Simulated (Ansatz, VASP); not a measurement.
## Hf in VASP and in Ansatz

```
CELL_PARAMETERS angstrom
3.19670 0.00000 0.00000
-1.59835 2.76842 0.00000
0.00000 0.00000 5.05780
ATOMIC_POSITIONS crystal
Hf 0.33333 0.66667 0.25000
Hf 0.66667 0.33333 0.75000
```

Alike in both runs: task relaxation of cell and atoms; functional revPBE; k mesh 11 × 11 × 6; occupations fermi-dirac, width 0.1 eV; no spin polarisation.

|  | VASP | Ansatz |
| --- | --- | --- |
| version | VASP 6.6.1 | Ansatz 0.2.0 |
| potentials or method | VASP PAW PBE potentials, release 64 (Hf_pv), cutoff 600 eV | plane waves (420 eV) with PAW, scalar-relativistic |
| valence electrons in the cell | 20 | 52 |

|  | VASP | Ansatz | Ansatz less VASP |
| --- | --- | --- | --- |
| relaxed volume (Å³/atom) | 22.90 | 23.00 | +0.100 |
| relaxed cell length with the largest relative difference (Å) | 5.097 | 5.106 | +0.0085 |

VASP's potentials were made for PBE, not for revPBE. VASP's potentials hold 20 valence electrons a cell and Ansatz's 52, so a difference there can come from the potentials and not from the codes.

Neither program's run includes spin-orbit coupling.
